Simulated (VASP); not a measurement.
**SiO2: single point with PBE**

The system is SiO2.

```
CELL_PARAMETERS angstrom
-2.51375 2.51375 3.68946
2.51375 -2.51375 3.68946
2.51375 2.51375 -3.68946
ATOMIC_POSITIONS crystal
Si 0.00000 0.00000 0.00000
Si 0.75000 0.25000 0.50000
O 0.96689 0.62500 0.84189
O 0.37500 0.21689 0.34189
O 0.78311 0.12500 0.15811
O 0.87500 0.03311 0.65811
```

```json
{
  "Program": "VASP 6.6.1",
  "Task": "single point",
  "Functional": "PBE",
  "Potentials or basis": "VASP PAW PBE potentials, release 64 (Si, O)",
  "Cutoff": "520 eV",
  "k mesh": "8 × 8 × 8",
  "Occupations": "gaussian, width 0.02 eV",
  "Spin": "no spin polarisation"
}
```

- Pressure: 0.1 GPa
- Largest force: 0.005 eV/Å
- Band gap on the k mesh: 5.73 eV, direct

Forces in eV/Å, atoms in the order of the input:
```
Si   0.000  0.000  0.000
Si   0.000  0.000  0.000
O    0.000 -0.005  0.000
O   -0.005  0.000  0.000
O    0.000  0.005  0.000
O    0.005  0.000  0.000
```

Levels at points of the mesh, in eV from the valence-band top:
| k point | band 12 | band 13 | band 14 | band 15 | band 16 | band 17 | band 18 | band 19 | band 20 | band 21 |
| --- | --- | --- | --- | --- | --- | --- | --- | --- | --- | --- |
| (0.00, 0.00, 0.00) | -1.60 | -1.55 | -0.65 | 0.00 | 0.00 | 5.73 | 8.71 | 10.21 | 10.26 | 10.26 |
| (0.50, 0.00, 0.00) | -1.61 | -1.48 | -0.79 | -0.52 | -0.13 | 7.93 | 8.82 | 9.57 | 10.01 | 10.56 |
| (0.50, 0.50, 0.00) | -2.05 | -0.98 | -0.98 | -0.36 | -0.36 | 8.90 | 8.90 | 10.02 | 10.02 | 10.95 |
| (0.50, 0.50, 0.50) | -2.06 | -1.43 | -1.43 | -0.34 | -0.34 | 8.72 | 8.72 | 10.19 | 10.19 | 11.30 |

Wall time 66 s on 1 thread of Intel(R) Xeon(R) 6975P-C (Granite Rapids), with other jobs on the host, peak memory 0.28 GiB.

A k mesh can miss the band edges. As with any semilocal functional, this PBE gap is likely too small.
